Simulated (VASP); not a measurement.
Write the native input for VASP 6.6.1 that does the following.

```yaml
Task: single point
Functional: PBEsol
Potentials_or_basis: VASP PAW PBE potentials, release 64 (Si, C)
Cutoff: 520 eV
k_mesh: 8 × 8 × 6
Occupations: gaussian, width 0.01 eV
Spin: no spin polarisation
Dipole_correction: no
Further_INCAR_settings: ALGO = Normal; EDIFF = 1e-06; NBANDS = 16
```

The structure of SiC lies in POSCAR:

```
SiC
1.0
    3.0459743890      0.0000000000      0.0000000000
   -1.5229871945      2.6378912001      0.0000000000
    0.0000000000      0.0000000000      4.9969174779
Si C
2 2
Direct
    0.3333333333      0.6666666667      0.0045957099
    0.6666666667      0.3333333333      0.5045957099
    0.3333333333      0.6666666667      0.3804042901
    0.6666666667      0.3333333333      0.8804042901
```

The input as run:

INCAR

```
SYSTEM = SiC
PREC     = Accurate       ! precision mode
ENCUT    = 520            ! plane-wave cutoff, eV
EDIFF    = 1E-6           ! SCF threshold, eV
ISMEAR   = 0              ! smearing method
SIGMA    = 0.01           ! smearing width, eV
LREAL    = .False.        ! projectors in reciprocal space
LASPH    = .True.         ! aspherical terms in the spheres
NELM     = 80             ! most SCF steps
ALGO     = Normal         ! electronic algorithm
ISIF     = 2              ! what is computed and relaxed
LWAVE    = .False.        ! write WAVECAR
LCHARG   = .False.        ! write CHGCAR
GGA      = PS             ! functional
NBANDS   = 16             ! bands
```

KPOINTS

```
Automatic mesh
0
Gamma
  8 8 6
  0 0 0
```

Potentials or basis: VASP PAW PBE potentials, release 64 (Si, C).

The run is started by

```bash
$ cat potpaw_PBE.64/Si/POTCAR potpaw_PBE.64/C/POTCAR > POTCAR
$ mpirun -np 1 vasp_std > vasp.out
```

It gave:

```
Pressure               : 7.4 GPa
Band gap on the k mesh : 2.33 eV, indirect (least direct gap 3.91 eV)
```

Caveat: the PAW data sets were made with another functional, which shifts forces and pressure a little.

Wall time 39 s on 1 thread of Intel Xeon 8259CL, with other jobs on the host, peak memory 0.16 GiB.
